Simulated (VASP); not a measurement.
# Sr (Pm) in VASP: single point with PBEsol

Aim: the single point of Sr with PBEsol.

Program: VASP 6.6.1. These are calculated values, not measurements. Logs are shortened: lines on timing, memory, paths and dates and some standing lists are left out, and cuts for length are marked.

## Step 1: The cell of the first run

The structure is monoclinic, space group Pm (No. 6). The conventional cell has a = 6.856 Å, b = 3.669 Å, c = 6.959 Å, α = 90.00°, β = 118.15°, γ = 90.00°. Within 4.8 Å of Sr (site symmetry m) lie 8 Sr at 3.67 to 4.24 Å. Sr (site symmetry m) has 8 Sr at 3.67 to 4.24 Å within 4.8 Å. Sr (site symmetry m) has 8 Sr at 3.67 to 4.21 Å within 4.8 Å.

## Step 2: Single point, PBEsol (strained and its atoms moved)

File INCAR:

```
  PREC = Accurate
  ENCUT = 520
  EDIFF = 1E-6
  ISMEAR = 0
  SIGMA = 0.1
  LREAL = False
  LASPH = True
  NELM = 60
  ALGO = Fast
  ISIF = 2
  LWAVE = False
  LCHARG = False
  GGA = PS
  NBANDS = 22
```

File KPOINTS:

```
Automatic mesh
0
Gamma
  6 6 10
```

File POSCAR:

```
Sr
1.0
    6.9573487783     -0.1413190494      0.0000000000
   -3.6010602759      6.1200103293      0.0000000000
    0.0000000000      0.0000000000      3.6691197548
Sr
3
Direct
   -0.0138245230      0.6435953043      0.0000000000
    0.3452506434      0.3450957931      0.0000000000
    0.6685738796      0.0113089026      0.0000000000
```

Potentials or basis: VASP PAW PBE potentials, release 64 (Sr_sv).

Launch:

```console
cat potpaw_PBE.64/Sr_sv/POTCAR > POTCAR
mpirun -np 1 vasp_std > vasp.out
```

OUTCAR:

```text
PREC = Accurate
   ENCUT = 520
   EDIFF = 1E-6
   ISMEAR = 0
   LREAL = False
   LASPH = True
   NELM = 60
   ISIF = 2
   GGA = PS

 ion  position               nearest neighbor table
   1  0.986  0.644  0.000-   2 3.80   3 3.83   2 4.04   3 4.04   3 4.21   2 4.24
   2  0.345  0.345  0.000-   1 3.80   3 4.01   3 4.03   3 4.03   1 4.04   1 4.24
   3  0.669  0.011  0.000-   1 3.83   2 4.01   2 4.03   2 4.03   1 4.04   1 4.21

  LATTYP: Found a simple monoclinic cell.
 ALAT       =     6.8563417310
 B/A-ratio  =     0.5351424854
 C/A-ratio  =     1.0149412258
 COS(beta)  =    -0.4717065085

  Lattice vectors:

 A1 = (   3.3562885024,   5.9786912799,   0.0000000000)
 A2 = (   0.0000000000,   0.0000000000,  -3.6691197548)
 A3 = (  -6.9573487783,   0.1413190494,   0.0000000000)

Analysis of symmetry for initial positions (statically):
=====================================================================
 Subroutine PRICEL returns:
 Original cell was already a primitive cell.

 Routine SETGRP: Setting up the symmetry group for a
 simple monoclinic supercell.

 Subroutine GETGRP returns: Found  2 space group operations
 (whereof  2 operations were pure point group operations)
 out of a pool of  4 trial point group operations.

The static configuration has the point symmetry C_1h.

Analysis of symmetry for dynamics (positions and initial velocities):
=====================================================================
 Subroutine PRICEL returns:
 Original cell was already a primitive cell.

 Routine SETGRP: Setting up the symmetry group for a
 simple monoclinic supercell.

 Subroutine GETGRP returns: Found  2 space group operations
 (whereof  2 operations were pure point group operations)
 out of a pool of  4 trial point group operations.

The dynamic configuration has the point symmetry C_1h.

 Subroutine INISYM returns: Found  2 space group operations
 (whereof  2 operations are pure point group operations),
 and found     1 'primitive' translations

----------------------------------------------------------------------------------------

                                     Primitive cell

  volume of cell :     154.3604

  direct lattice vectors                    reciprocal lattice vectors
     6.957348778 -0.141319049  0.000000000     0.145471567  0.085596568  0.000000000
    -3.601060276  6.120010329  0.000000000     0.003359129  0.165374954  0.000000000
     0.000000000  0.000000000  3.669119755     0.000000000  0.000000000  0.272544934

  length of vectors
     6.958783881  7.100856395  3.669119755     0.168786105  0.165409066  0.272544934

  position of ions in fractional coordinates (direct lattice)
     0.986175477  0.643595304  0.000000000
     0.345250643  0.345095793  0.000000000
     0.668573880  0.011308903  0.000000000

  ion indices of the primitive-cell ions
   primitive index   ion index
                 1           1
                 2           2
                 3           3

----------------------------------------------------------------------------------------

 KPOINTS: Automatic mesh

Automatic generation of k-mesh.
 Grid dimensions read from file:
 generate k-points for:    6    6   10

 Generating k-lattice:

  Cartesian coordinates                     Fractional coordinates (reciprocal lattice)
     0.024245261  0.014266095  0.000000000     0.166666667  0.000000000  0.000000000
     0.000559855  0.027562492  0.000000000    -0.000000000  0.166666667  0.000000000
     0.000000000  0.000000000  0.027254493     0.000000000  0.000000000  0.100000000

  Length of vectors
     0.028131017  0.027568178  0.027254493

  Shift w.r.t. Gamma in fractional coordinates (k-lattice)
     0.000000000  0.000000000  0.000000000

 Subroutine IBZKPT returns following result:
 ===========================================

 Found    120 irreducible k-points:

 Following reciprocal coordinates:
            Coordinates               Weight
  0.000000  0.000000  0.000000      1.000000
  0.166667 -0.000000  0.000000      2.000000
  0.333333  0.000000  0.000000      2.000000
  0.500000  0.000000  0.000000      1.000000
  0.000000  0.166667  0.000000      2.000000
  0.166667  0.166667  0.000000      2.000000
[... 16 lines left out ...]
  0.333333  0.000000  0.100000      4.000000
  0.500000  0.000000  0.100000      2.000000
 [... further k-points ...]
   k-points           NKPTS =    120   k-points in BZ     NKDIM =    120   number of bands    NBANDS=     22
   number of dos      NEDOS =    301   number of ions     NIONS =      3
   total plane-waves  NPLWV =  81648
   dimension x,y,z NGX =    54 NGY =   54 NGZ =   28
   dimension x,y,z NGXF=   108 NGYF=  108 NGZF=   56
   ions per type =               3
   NGX,Y,Z   is equivalent  to a cutoff of  12.90, 12.64, 12.69 a.u.
   NGXF,Y,Z  is equivalent  to a cutoff of  25.80, 25.29, 25.37 a.u.
 SYSTEM =  unknown system
   PREC   = accura    normal or accurate (medium, high low for compatibility)
   ISTART =      0    job   : 0-new  1-cont  2-samecut
   ICHARG =      2    charge: 1-file 2-atom 10-const
   ISPIN  =      1    spin polarized calculation?
   LNONCOLLINEAR =      F non collinear calculations
   LSORBIT =      F    spin-orbit coupling
   LASPH  =      T    aspherical Exc in radial PAW
   ENCUT  =  520.0 eV  38.22 Ry    6.18 a.u.  12.94 13.20  6.82*2*pi/ulx,y,z
   NELM   =     60;   NELMIN=  2; NELMDL= -5     # of ELM steps
   EDIFF  = 0.1E-05   stopping-criterion for ELM
   LREAL  =      F    real-space projection
   EDIFFG = 0.1E-04   stopping-criterion for IOM
   NSW    =      0    number of steps for IOM
   IBRION =     -1    ionic relax: 0-MD 1-quasi-New 2-CG
   NFREE  =      0    steps in history (QN), initial steepest desc. (CG)
   ISIF   =      2    stress and relaxation
   ISYM   =      2    0-nonsym 1-usesym 2-fastsym
   POTIM  = 0.5000    time-step for ionic-motion
   TEBEG  =    0.0;   TEEND  =   0.0 temperature during run
   PSTRESS=    0.0 pullay stress
   NELECT =      30.0000    total number of electrons
   NUPDOWN=      -1.0000    fix difference up-down
   EMIN   =  10.00;   EMAX   =-10.00  energy-range for DOS
   EFERMI =   0.00;   METHOD = LEGACY
   ISMEAR =     0;   SIGMA  =   0.10  broadening in eV -4-tet -1-fermi 0-gaus
   EFERMI_NEDOS =   21; number of points for ismear=-14 and -15
   IALGO  =     68    algorithm
   IMIX   =      4    mixing-type and parameters
     AMIX     =   0.40;   BMIX     =  1.00
     AMIX_MAG =   1.60;   BMIX_MAG =  1.00
  volume/ion in A,a.u.               =      51.45       347.23
  Fermi-wavevector in a.u.,A,eV,Ry     =   0.948280  1.791989 12.234835  0.899235
  Thomas-Fermi vector in A             =   2.076453
   LORBIT       =      0    0 simple, 1 ext, 2 COOP (PROOUT), +10 PAW based schemes
   GGA     = PS    functional components
   LHFCALC =     F    Hartree Fock is set to
   AEXX    =    0.0000 exact exchange contribution
   IVDW    =     0    specifies the selected vdW correction
   LEPSILON=     F    determine dielectric tensor
   LRPA    =     F    only Hartree local field effects (RPA)
 non-spin polarized calculation
 RMM-DIIS sequential band-by-band and
 Gauss-broadening in eV      SIGMA  =   0.10
  energy-cutoff  :      520.00
  volume of cell :      154.36
 maximum number of plane-waves:      4180
 NGX is ok and might be reduce to    54
   NGX = 25   NGY = 27   NGZ = 13

 number of electron      30.0000000 magnetization

 Free energy of the ion-electron system (eV)
  ---------------------------------------------------
  ext. energy  EPLUGINS =         0.00000000
  ---------------------------------------------------
  free energy    TOTEN  =        -4.80847775 eV

  energy without entropy =       -4.79316049  energy(sigma->0) =       -4.80081912

 E-fermi :   1.6068     XC(G=0):  -7.6287

 val. band max:        1.6028658357   @ k =   0.0000   0.5000   0.2000
 cond. band min:       1.6140850975   @ k =  -0.1667   0.1667   0.2000
 fundamental gap:      0.0112192618
 Fermi energy:         1.6068201450

 k-point     1 :       0.0000    0.0000    0.0000
  band No.  band energies     occupation
      1     -34.8895      2.00000
      2     -34.8659      2.00000
      3     -34.8608      2.00000
      4     -17.0062      2.00000
      5     -16.9880      2.00000
      6     -16.9397      2.00000
[... 14 lines left out ...]
     21       3.7710      0.00000
     22       4.2420      0.00000

 k-point     2 :       0.1667   -0.0000    0.0000
  band No.  band energies     occupation
      1     -34.8875      2.00000
      2     -34.8669      2.00000
      3     -34.8618      2.00000
      4     -17.0324      2.00000
      5     -16.9898      2.00000
      6     -16.9199      2.00000
[... 14 lines left out ...]
     21       3.8010      0.00000
     22       4.0538      0.00000

 k-point     3 :       0.3333    0.0000    0.0000
  band No.  band energies     occupation
      1     -34.8823      2.00000
      2     -34.8692      2.00000
      3     -34.8647      2.00000
      4     -17.0376      2.00000
      5     -17.0011      2.00000
      6     -16.8813      2.00000
[... 14 lines left out ...]
     21       3.2261      0.00000
     22       4.4376      0.00000

 k-point     4 :       0.5000    0.0000    0.0000
  band No.  band energies     occupation
      1     -34.8782      2.00000
      2     -34.8712      2.00000
      3     -34.8669      2.00000
      4     -17.0408      2.00000
      5     -16.9698      2.00000
      6     -16.9285      2.00000
[... 14 lines left out ...]
     21       2.7774      0.00000
     22       5.0191      0.00000

 k-point     5 :       0.0000    0.1667    0.0000
  band No.  band energies     occupation
      1     -34.8878      2.00000
      2     -34.8669      2.00000
      3     -34.8615      2.00000
      4     -17.0236      2.00000
      5     -16.9997      2.00000
      6     -16.9115      2.00000
[... 417 lines left out ...]
 k-point    22 :       0.1667   -0.0000    0.1000
  band No.  band energies     occupation
      1     -34.8844      2.00000
      2     -34.8639      2.00000
      3     -34.8587      2.00000
      4     -17.0270      2.00000
      5     -16.9846      2.00000
      6     -16.9151      2.00000
[... 14 lines left out ...]
     21       3.8514      0.00000
     22       4.1018      0.00000

 k-point    23 :       0.3333    0.0000    0.1000
  band No.  band energies     occupation
      1     -34.8792      2.00000
      2     -34.8661      2.00000
      3     -34.8617      2.00000
      4     -17.0321      2.00000
      5     -16.9959      2.00000
      6     -16.8769      2.00000
[... 14 lines left out ...]
     21       3.2855      0.00000
     22       4.4579      0.00000

 k-point    24 :       0.5000    0.0000    0.1000
  band No.  band energies     occupation
      1     -34.8751      2.00000
      2     -34.8681      2.00000
      3     -34.8638      2.00000
      4     -17.0352      2.00000
      5     -16.9648      2.00000
      6     -16.9237      2.00000
[... 14 lines left out ...]
     21       2.9368      0.00000
     22       4.7720      0.00000

 [... further k-points ...]
[... 5 lines left out ...]
  --------------------------------------------------------------------------------------
  -------------------------------------------------------------------------------------
  Total       -0.2357395     -0.2805609      0.8597940      0.4255165      0.0000000      0.0000000
  in kB       -2.4468477     -2.9120700      8.9241953      4.4166309      0.0000000      0.0000000
  external PRESSURE =       1.1884259 kB  Pullay stress =       0.0000000 kB

 VOLUME and BASIS-vectors are now :
 -----------------------------------------------------------------------------
  energy-cutoff  :      520.00
  volume of cell :      154.36
      direct lattice vectors                 reciprocal lattice vectors
     6.957348778 -0.141319049  0.000000000     0.145471567  0.085596568  0.000000000
    -3.601060276  6.120010329  0.000000000     0.003359129  0.165374954  0.000000000
     0.000000000  0.000000000  3.669119755     0.000000000  0.000000000  0.272544934

 POSITION                                       TOTAL-FORCE (eV/Angst)
 -----------------------------------------------------------------------------------
      4.54354      3.79944      0.00000         0.083662      0.348109      0.000000
      1.15932      2.06320      0.00000        -0.134010     -0.154826      0.000000
      4.61078     -0.02527      0.00000         0.050348     -0.193283      0.000000
 -----------------------------------------------------------------------------------
    total drift:                               -0.000006     -0.000046      0.000000

  FREE ENERGIE OF THE ION-ELECTRON SYSTEM (eV)
  ---------------------------------------------------
  free  energy   TOTEN  =        -4.8084777470 eV

  energy  without entropy=       -4.7931604943  energy(sigma->0) =       -4.80081912
```

Wall time 8.9 min (1 thread of Intel Xeon Platinum 8259CL at 2.50GHz (Skylake/Cascade Lake), shared host); peak memory 0.49 GiB.

Results:

* Free energy: -4.8085 eV
* Pressure: 0.1 GPa
* Largest force: 0.358 eV/Å
* Band gap on the k mesh: zero (bands 15 and 16 overlap by 0.47 eV)

Forces in eV/Å, atoms in the order of the input:
```
Sr   0.084  0.348  0.000
Sr  -0.134 -0.155  0.000
Sr   0.050 -0.193  0.000
```

Stress tensor (GPa, compression positive):
```
-0.24  0.44  0.00
 0.44 -0.29  0.00
 0.00  0.00  0.89
```

Caveat: the cell differs from its parent crystal (strained and its atoms moved); the PAW data sets were made with another functional, which shifts forces and pressure a little.
